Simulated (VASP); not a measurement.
# SnO (P6_3/mmc) in VASP: notebook

SnO is run at these levels: r2SCAN, PBE; tasks: single point.

All numbers are computed with VASP 6.6.1; they aren't measurements. Logs are shortened: lines on timing, memory, paths and dates and some standing lists are left out, and cuts for length are marked.

## 1. The cell of the first run

Symmetry: P6_3/mmc, No. 194, hexagonal system. The conventional cell has a = 4.125 Å, b = 4.125 Å, c = 5.185 Å, α = 90.00°, β = 90.00°, γ = 120.00°. Sn (site symmetry -6m2) has 5 O at 2.38 to 2.59 Å within 3.1 Å. Within 3.1 Å of O (site symmetry -6m2) lie 5 Sn at 2.38 to 2.59 Å.

## 2. Single point, r2SCAN

File POSCAR:

```
SnO
1.0
    4.1254991749      0.0000000000      0.0000000000
   -2.0627495874      3.5727870888      0.0000000000
    0.0000000000      0.0000000000      5.1854033114
Sn O
2 2
Direct
    0.3333333333      0.6666666667      0.2500000000
    0.6666666667      0.3333333333      0.7500000000
    0.6666666667      0.3333333333      0.2500000000
    0.3333333333      0.6666666667      0.7500000000
```

File INCAR.step1:

```
SYSTEM = SnO
PREC = Accurate
ENCUT = 520
ISMEAR = 0
SIGMA = 0.01
LREAL = .FALSE.
LASPH = .TRUE.
NELM = 100
NBANDS = 28
GGA = PE
ALGO = Normal
EDIFF = 1E-4
LWAVE = .TRUE.
LCHARG = .FALSE.
```

File INCAR.step2:

```
SYSTEM = SnO
PREC = Accurate
ENCUT = 520
EDIFF = 1E-7
ISMEAR = 0
SIGMA = 0.01
LREAL = .FALSE.
LASPH = .TRUE.
NELM = 100
ALGO = Normal
ISIF = 2
LWAVE = .FALSE.
LCHARG = .FALSE.
METAGGA = R2SCAN
LMIXTAU = .TRUE.
NBANDS = 28
ISTART = 1
```

File KPOINTS:

```
Automatic mesh
0
G
  6 6 4
  0 0 0
```

Potentials or basis: VASP PAW PBE potentials, release 64 (Sn_d, O).

Run with:

```
cat potpaw_PBE.64/Sn_d/POTCAR potpaw_PBE.64/O/POTCAR > POTCAR
cp INCAR.step1 INCAR
mpirun -np 1 vasp_std > vasp.out
cp INCAR.step2 INCAR
mpirun -np 1 vasp_std > vasp.out
```

OUTCAR:

```text
SYSTEM = SnO
   PREC = Accurate
   ENCUT = 520
   EDIFF = 1E-7
   ISMEAR = 0
   LREAL = .FALSE.
   LASPH = .TRUE.
   NELM = 100
   ISIF = 2
   METAGGA = R2SCAN
   ISTART = 1

 ion  position               nearest neighbor table
   1  0.333  0.667  0.250-   3 2.38   3 2.38   3 2.38   4 2.59   4 2.59   2 3.52   2 3.52   2 3.52
                             2 3.52   2 3.52   2 3.52
   2  0.667  0.333  0.750-   4 2.38   4 2.38   4 2.38   3 2.59   3 2.59   1 3.52   1 3.52   1 3.52
                             1 3.52   1 3.52   1 3.52
   3  0.667  0.333  0.250-   1 2.38   1 2.38   1 2.38   2 2.59   2 2.59
   4  0.333  0.667  0.750-   2 2.38   2 2.38   2 2.38   1 2.59   1 2.59

  LATTYP: Found a hexagonal cell.
 ALAT       =     4.1254991749
 C/A-ratio  =     1.2569153675

  Lattice vectors:

 A1 = (   4.1254991749,   0.0000000000,   0.0000000000)
 A2 = (  -2.0627495874,   3.5727870888,   0.0000000000)
 A3 = (   0.0000000000,   0.0000000000,   5.1854033114)

Analysis of symmetry for initial positions (statically):
=====================================================================
 Subroutine PRICEL returns:
 Original cell was already a primitive cell.

 Routine SETGRP: Setting up the symmetry group for a
 hexagonal supercell.

 Subroutine GETGRP returns: Found 24 space group operations
 (whereof 12 operations were pure point group operations)
 out of a pool of 24 trial point group operations.

The static configuration has the point symmetry D_3d.
 The point group associated with its full space group is D_6h.

Analysis of symmetry for dynamics (positions and initial velocities):
=====================================================================
 Subroutine PRICEL returns:
 Original cell was already a primitive cell.

 Routine SETGRP: Setting up the symmetry group for a
 hexagonal supercell.

 Subroutine GETGRP returns: Found 24 space group operations
 (whereof 12 operations were pure point group operations)
 out of a pool of 24 trial point group operations.

The dynamic configuration has the point symmetry D_3d.
 The point group associated with its full space group is D_6h.

 Subroutine INISYM returns: Found 24 space group operations
 (whereof 12 operations are pure point group operations),
 and found     1 'primitive' translations

----------------------------------------------------------------------------------------

                                     Primitive cell

  volume of cell :      76.4304

  direct lattice vectors                    reciprocal lattice vectors
     4.125499175  0.000000000  0.000000000     0.242394910  0.139946766  0.000000000
    -2.062749587  3.572787089  0.000000000     0.000000000  0.279893533  0.000000000
     0.000000000  0.000000000  5.185403311     0.000000000  0.000000000  0.192849030

  length of vectors
     4.125499175  4.125499175  5.185403311     0.279893533  0.279893533  0.192849030

  position of ions in fractional coordinates (direct lattice)
     0.333333333  0.666666667  0.250000000
     0.666666667  0.333333333  0.750000000
     0.666666667  0.333333333  0.250000000
     0.333333333  0.666666667  0.750000000

  ion indices of the primitive-cell ions
   primitive index   ion index
                 1           1
                 2           2
                 3           3
                 4           4

----------------------------------------------------------------------------------------

 KPOINTS: Automatic mesh

Automatic generation of k-mesh.
 Grid dimensions read from file:
 generate k-points for:    6    6    4

 Generating k-lattice:

  Cartesian coordinates                     Fractional coordinates (reciprocal lattice)
     0.040399152  0.023324461  0.000000000     0.166666667  0.000000000  0.000000000
     0.000000000  0.046648922  0.000000000     0.000000000  0.166666667  0.000000000
     0.000000000  0.000000000  0.048212258     0.000000000  0.000000000  0.250000000

  Length of vectors
     0.046648922  0.046648922  0.048212258

  Shift w.r.t. Gamma in fractional coordinates (k-lattice)
[... 47 lines left out ...]
  ext. energy  EPLUGINS =         0.00000000
  ---------------------------------------------------
  free energy    TOTEN  =       -64.41765502 eV

  energy without entropy =      -64.41765502  energy(sigma->0) =      -64.41765502

 E-fermi :   6.7215     XC(G=0): -10.4784

 val. band max:        6.6204995745   @ k =   0.3333   0.3333   0.5000
 cond. band min:       7.1927407426   @ k =   0.3333   0.3333   0.5000
 fundamental gap:      0.5722411681
 Fermi energy:         6.7214612482

 k-point     1 :       0.0000    0.0000    0.0000
  band No.  band energies     occupation
      1     -16.3114      2.00000
      2     -16.0748      2.00000
      3     -16.0748      2.00000
      4     -16.0215      2.00000
      5     -16.0214      2.00000
      6     -16.0181      2.00000
[... 20 lines left out ...]
     27      13.9941      0.00000
     28      16.6573      0.00000

 k-point     2 :       0.1667   -0.0000    0.0000
  band No.  band energies     occupation
      1     -16.3041      2.00000
      2     -16.0793      2.00000
      3     -16.0742      2.00000
      4     -16.0541      2.00000
      5     -16.0170      2.00000
      6     -16.0134      2.00000
[... 20 lines left out ...]
     27      15.1906      0.00000
     28      15.7443      0.00000

 k-point     3 :       0.3333    0.0000    0.0000
  band No.  band energies     occupation
      1     -16.2857      2.00000
      2     -16.1188      2.00000
      3     -16.0875      2.00000
      4     -16.0728      2.00000
      5     -16.0070      2.00000
      6     -16.0063      2.00000
[... 20 lines left out ...]
     27      14.8832      0.00000
     28      14.9494      0.00000

 k-point     4 :       0.5000    0.0000    0.0000
  band No.  band energies     occupation
      1     -16.2715      2.00000
      2     -16.1555      2.00000
      3     -16.0912      2.00000
      4     -16.0718      2.00000
      5     -16.0133      2.00000
      6     -16.0023      2.00000
[... 485 lines left out ...]
     27      15.9026      0.00000
     28      15.9026      0.00000

 k-point    20 :       0.3333    0.1667    0.5000
  band No.  band energies     occupation
      1     -16.1366      2.00000
      2     -16.1366      2.00000
      3     -16.0625      2.00000
      4     -16.0625      2.00000
      5     -16.0430      2.00000
      6     -16.0430      2.00000
[... 20 lines left out ...]
     27      16.3792      0.00000
     28      16.3792      0.00000

 k-point    21 :       0.3333    0.3333    0.5000
  band No.  band energies     occupation
      1     -16.1271      2.00000
      2     -16.1271      2.00000
      3     -16.0717      2.00000
      4     -16.0717      2.00000
      5     -16.0419      2.00000
      6     -16.0419      2.00000
[... 20 lines left out ...]
     27      16.9931      0.00000
     28      16.9931      0.00000

------------------------ aborting loop because EDIFF is reached ----------------------------------------

  FORCE on cell =-STRESS in cart. coord.  units (eV):
  Direction    XX          YY          ZZ          XY          YZ          ZX
  --------------------------------------------------------------------------------------
  -------------------------------------------------------------------------------------
  Total        0.1493348      0.1493348      0.0435133      0.0000000      0.0000000      0.0000000
  in kB        3.1304395      3.1304395      0.9121510      0.0000000      0.0000000      0.0000000
  external PRESSURE =       2.3910100 kB  Pullay stress =       0.0000000 kB

 VOLUME and BASIS-vectors are now :
 -----------------------------------------------------------------------------
  energy-cutoff  :      520.00
  volume of cell :       76.43
      direct lattice vectors                 reciprocal lattice vectors
     4.125499175  0.000000000  0.000000000     0.242394910  0.139946766  0.000000000
    -2.062749587  3.572787089  0.000000000     0.000000000  0.279893533  0.000000000
     0.000000000  0.000000000  5.185403311     0.000000000  0.000000000  0.192849030

 POSITION                                       TOTAL-FORCE (eV/Angst)
 -----------------------------------------------------------------------------------
     -0.00000      2.38186      1.29635         0.000000      0.000000      0.000000
      2.06275      1.19093      3.88905        -0.000000     -0.000000      0.000000
      2.06275      1.19093      1.29635        -0.000000     -0.000000      0.000000
     -0.00000      2.38186      3.88905         0.000000      0.000000      0.000000
 -----------------------------------------------------------------------------------
    total drift:                                0.000000      0.000000      0.000000

  FREE ENERGIE OF THE ION-ELECTRON SYSTEM (eV)
  ---------------------------------------------------
  free  energy   TOTEN  =       -64.4176550212 eV

  energy  without entropy=      -64.4176550212  energy(sigma->0) =      -64.41765502
```

Wall time 2 min (1 thread of AMD EPYC 9R45 (Zen 5), shared host); peak memory 0.19 GiB.

What came out:

| Item | Value |
| --- | --- |
| Free energy | -64.4177 eV |
| Pressure | 0.2 GPa |
| Band gap on the k mesh | 0.57 eV, direct |

Stress tensor (GPa, compression positive):
```
0.31 0.00 0.00
0.00 0.31 0.00
0.00 0.00 0.09
```

Caveat: the PAW data sets were made with another functional, which shifts forces and pressure a little; spin-orbit coupling is left out, which moves the levels of the heavy elements.

## 3. Single point, r2SCAN (volume changed by +3%)

File POSCAR:

```
SnO
1.0
    4.1663483580      0.0000000000      0.0000000000
   -2.0831741790      3.6081635191      0.0000000000
    0.0000000000      0.0000000000      5.2367472774
Sn O
2 2
Direct
    0.3333333333      0.6666666667      0.2500000000
    0.6666666667      0.3333333333      0.7500000000
    0.6666666667      0.3333333333      0.2500000000
    0.3333333333      0.6666666667      0.7500000000
```

File INCAR.step1:

```
PREC = Accurate
ENCUT = 520
ISMEAR = 0
SIGMA = 0.01
LREAL = False
LASPH = True
NELM = 100
NBANDS = 28
GGA = PE
ALGO = Normal
EDIFF = 1E-4
LWAVE = True
LCHARG = False
```

File INCAR.step2:

```
PREC = Accurate
ENCUT = 520
EDIFF = 1E-6
ISMEAR = 0
SIGMA = 0.01
LREAL = False
LASPH = True
NELM = 100
ALGO = Normal
ISIF = 2
LWAVE = False
LCHARG = False
METAGGA = R2SCAN
LMIXTAU = True
NBANDS = 28
ISTART = 1
```

File KPOINTS:

```
Automatic mesh
0
Gamma
  6 6 4
```

Potentials or basis: VASP PAW PBE potentials, release 64 (Sn_d, O).

Run with:

```
cat potpaw_PBE.64/Sn_d/POTCAR potpaw_PBE.64/O/POTCAR > POTCAR
cp INCAR.step1 INCAR
mpirun -np 1 vasp_std > vasp.out
cp INCAR.step2 INCAR
mpirun -np 1 vasp_std > vasp.out
```

Run time: 1.7 min. Hardware: 1 thread of AMD EPYC 9R45 (Zen 5), shared host; peak memory 0.19 GiB.

The run converged. Its results:

| Quantity | Value |
| --- | --- |
| Free energy | -64.4065 eV |
| Pressure | -2.1 GPa |
| Band gap on the k mesh | 0.64 eV, direct |

Levels at points of the mesh, in eV from the valence-band top:
| k point | band 17 | band 18 | band 19 | band 20 | band 21 | band 22 | band 23 | band 24 |
| --- | --- | --- | --- | --- | --- | --- | --- | --- |
| (0.00, 0.00, 0.00) | -4.62 | -3.92 | -3.92 | -3.65 | 3.28 | 3.35 | 3.35 | 4.19 |
| (0.50, 0.00, 0.00) | -4.50 | -4.26 | -1.86 | -1.78 | 1.11 | 3.46 | 3.63 | 4.02 |
| (0.00, 0.00, 0.50) | -4.30 | -4.30 | -2.19 | -2.19 | 2.77 | 2.77 | 3.43 | 3.43 |
| (0.50, 0.00, 0.50) | -3.94 | -3.94 | -1.05 | -1.05 | 0.92 | 0.92 | 3.44 | 3.44 |

Caveat: the PAW data sets were made with another functional, which shifts forces and pressure a little; spin-orbit coupling is left out, which moves the levels of the heavy elements. A k mesh can miss the band edges.

## 4. Single point, r2SCAN (volume changed by +6%)

File POSCAR:

```
SnO
1.0
    4.2064118576      0.0000000000      0.0000000000
   -2.1032059288      3.6428595275      0.0000000000
    0.0000000000      0.0000000000      5.2871037057
Sn O
2 2
Direct
    0.3333333333      0.6666666667      0.2500000000
    0.6666666667      0.3333333333      0.7500000000
    0.6666666667      0.3333333333      0.2500000000
    0.3333333333      0.6666666667      0.7500000000
```

File INCAR.step1:

```
PREC = Accurate ; ENCUT = 520
ISMEAR = 0 ; SIGMA = 0.01
LREAL = F ; LASPH = T
NELM = 80 ; NBANDS = 28
GGA = PE ; ALGO = Normal
EDIFF = 1E-4 ; LWAVE = T
LCHARG = F
```

File INCAR.step2:

```
PREC = Accurate ; ENCUT = 520
EDIFF = 1E-7 ; ISMEAR = 0
SIGMA = 0.01 ; LREAL = F
LASPH = T ; NELM = 80
ALGO = Normal ; ISIF = 2
LWAVE = F ; LCHARG = F
METAGGA = R2SCAN ; LMIXTAU = T
NBANDS = 28 ; ISTART = 1
```

KPOINTS is that of step 3.

Run with:

```
cat potpaw_PBE.64/Sn_d/POTCAR potpaw_PBE.64/O/POTCAR > POTCAR
cp INCAR.step1 INCAR
mpirun -np 1 vasp_std > vasp.out
cp INCAR.step2 INCAR
mpirun -np 1 vasp_std > vasp.out
```

It took 2 min on 1 thread of AMD EPYC 9R45 (Zen 5), shared host; peak memory 0.19 GiB.

The run converged. Its results:

```yaml
Free_energy: -64.3648 eV
Pressure: -4.0 GPa
Band_gap_on_the_k_mesh: 0.70 eV, direct
```

Stress tensor (GPa, compression positive):
```
-4.11  0.00  0.00
 0.00 -4.11  0.00
 0.00  0.00 -3.87
```

Levels at points of the mesh, in eV from the valence-band top:
| k point | band 16 | band 17 | band 18 | band 19 | band 20 | band 21 | band 22 | band 23 | band 24 | band 25 |
| --- | --- | --- | --- | --- | --- | --- | --- | --- | --- | --- |
| (0.00, 0.00, 0.00) | -4.51 | -4.51 | -3.70 | -3.70 | -3.43 | 3.30 | 3.38 | 3.38 | 4.17 | 4.17 |
| (0.50, 0.00, 0.00) | -5.16 | -4.26 | -4.03 | -1.77 | -1.74 | 1.20 | 3.45 | 3.69 | 4.01 | 4.53 |
| (0.00, 0.00, 0.50) | -4.08 | -4.08 | -4.08 | -2.09 | -2.09 | 2.76 | 2.76 | 3.46 | 3.46 | 3.46 |
| (0.50, 0.00, 0.50) | -4.65 | -3.71 | -3.71 | -0.99 | -0.99 | 0.97 | 0.97 | 3.47 | 3.47 | 4.73 |

Caveat: the PAW data sets were made with another functional, which shifts forces and pressure a little; spin-orbit coupling is left out, which moves the levels of the heavy elements. A k mesh can miss the band edges.

## 5. Single point, PBE

File INCAR:

```
SYSTEM = SnO
  PREC = Accurate
  ENCUT = 520
  EDIFF = 1E-6
  ISMEAR = 0
  SIGMA = 0.01
  LREAL = .False.
  LASPH = .True.
  NELM = 80
  ALGO = Normal
  ISIF = 2
  LWAVE = .False.
  LCHARG = .False.
  GGA = PE
  NBANDS = 28
```

File KPOINTS:

```
Automatic mesh
0
Gamma
  12 12 6
  0 0 0
```

File POSCAR:

```
SnO
1.0
    4.1254991749      0.0000000000      0.0000000000
   -2.0627495874      3.5727870888      0.0000000000
    0.0000000000      0.0000000000      5.1854033114
Sn O
2 2
Direct
    0.3333333333      0.6666666667      0.2500000000
    0.6666666667      0.3333333333      0.7500000000
    0.6666666667      0.3333333333      0.2500000000
    0.3333333333      0.6666666667      0.7500000000
```

Run with:

```
cat potpaw_PBE.64/Sn_d/POTCAR potpaw_PBE.64/O/POTCAR > POTCAR
mpirun -np 1 vasp_std > vasp.out
```

Wall time 90 s (1 thread of AMD EPYC 9R45 (Zen 5), shared host); peak memory 0.25 GiB.

The run converged. Its results:

| Property | Result |
| --- | --- |
| Free energy | -20.9146 eV |
| Pressure | 2.6 GPa |
| Band gap on the k mesh | 0.41 eV, direct |

Stress tensor (GPa, compression positive):
```
2.67 0.00 0.00
0.00 2.67 0.00
0.00 0.00 2.31
```

Levels at points of the mesh, in eV from the valence-band top:
```csv
k point,band 17,band 18,band 19,band 20,band 21,band 22,band 23,band 24
"(0.00, 0.00, 0.00)",-4.56,-3.86,-3.86,-3.59,3.07,3.17,3.17,3.98
"(0.50, 0.00, 0.00)",-4.48,-4.21,-1.86,-1.80,0.97,3.31,3.36,3.77
"(0.00, 0.00, 0.50)",-4.26,-4.26,-2.14,-2.14,2.57,2.57,3.22,3.22
"(0.50, 0.00, 0.50)",-3.90,-3.90,-1.09,-1.09,0.78,0.78,3.23,3.23
```

Caveat: spin-orbit coupling is left out, which moves the levels of the heavy elements. A k mesh can miss the band edges.

## 6. Single point, r2SCAN

POSCAR is that of step 5.

File INCAR.step1:

```
  PREC = Accurate
  ENCUT = 520
  ISMEAR = 0
  SIGMA = 0.01
  LREAL = F
  LASPH = T
  NELM = 60
  NBANDS = 28
  GGA = PE
  ALGO = Normal
  EDIFF = 1E-4
  LWAVE = T
  LCHARG = F
```

File INCAR.step2:

```
  PREC = Accurate
  ENCUT = 520
  EDIFF = 1E-6
  ISMEAR = 0
  SIGMA = 0.01
  LREAL = F
  LASPH = T
  NELM = 60
  ALGO = Normal
  ISIF = 2
  LWAVE = F
  LCHARG = F
  METAGGA = R2SCAN
  LMIXTAU = T
  NBANDS = 28
  ISTART = 1
```

File KPOINTS:

```
regular mesh
0
Gamma
  12 12 6
```

Potentials or basis: VASP PAW PBE potentials, release 64 (Sn_d, O).

Run with:

```
cat potpaw_PBE.64/Sn_d/POTCAR potpaw_PBE.64/O/POTCAR > POTCAR
cp INCAR.step1 INCAR
mpirun -np 1 vasp_std > vasp.out
cp INCAR.step2 INCAR
mpirun -np 1 vasp_std > vasp.out
```

Wall time 6.1 min (1 thread of AMD EPYC 9R45 (Zen 5), shared host); peak memory 0.26 GiB.

The run converged. Its results:

```
Free energy            : -64.4190 eV
Pressure               : 0.3 GPa
Band gap on the k mesh : 0.57 eV, direct
```

Stress tensor (GPa, compression positive):
```
0.41 0.00 0.00
0.00 0.41 0.00
0.00 0.00 0.15
```

Levels at points of the mesh, in eV from the valence-band top:
| k point | band 18 | band 19 | band 20 | band 21 | band 22 | band 23 |
| --- | --- | --- | --- | --- | --- | --- |
| (0.00, 0.00, 0.00) | -4.15 | -4.15 | -3.89 | 3.25 | 3.31 | 3.31 |
| (0.50, 0.00, 0.00) | -4.51 | -1.95 | -1.83 | 1.01 | 3.47 | 3.57 |
| (0.00, 0.00, 0.50) | -4.55 | -2.30 | -2.30 | 2.77 | 2.77 | 3.40 |
| (0.50, 0.00, 0.50) | -4.18 | -1.11 | -1.11 | 0.87 | 0.87 | 3.40 |

Caveat: the PAW data sets were made with another functional, which shifts forces and pressure a little; spin-orbit coupling is left out, which moves the levels of the heavy elements.

## 7. The runs side by side

```tsv
level	cell	k mesh	gap on the mesh (eV)	pressure (GPa)
r2SCAN	a = 4.125, b = 4.125, c = 5.185 Å, angles 90.0, 90.0, 120.0°, 4 atoms	6 × 6 × 4	0.57	0.2
r2SCAN	a = 4.166, b = 4.166, c = 5.237 Å, angles 90.0, 90.0, 120.0°, 4 atoms	6 × 6 × 4	0.64	-2.1
r2SCAN	a = 4.206, b = 4.206, c = 5.287 Å, angles 90.0, 90.0, 120.0°, 4 atoms	6 × 6 × 4	0.70	-4.0
PBE	a = 4.125, b = 4.125, c = 5.185 Å, angles 90.0, 90.0, 120.0°, 4 atoms	12 × 12 × 6	0.41	2.6
r2SCAN	a = 4.125, b = 4.125, c = 5.185 Å, angles 90.0, 90.0, 120.0°, 4 atoms	12 × 12 × 6	0.57	0.3
```

Alike in all rows: task single point; potentials or basis VASP PAW PBE potentials, release 64 (Sn_d, O); no spin polarisation; cutoff (eV) 520; smearing gaussian 0.01 eV.

On the cell as given the gap runs from 0.41 eV (PBE) to 0.57 eV (r2SCAN); the meshes differ, which moves gaps too. The pressure there spans 0.2 GPa (r2SCAN) to 2.6 GPa (PBE); a positive pressure means that this level wants a larger cell, a negative one a smaller.

Caveats: spin-orbit coupling is left out, which moves the levels of the heavy elements; the PAW data sets were made with another functional, which shifts forces and pressure a little (some runs).

Total energies depend on the potentials used, so only differences within one code and one set of settings carry meaning.
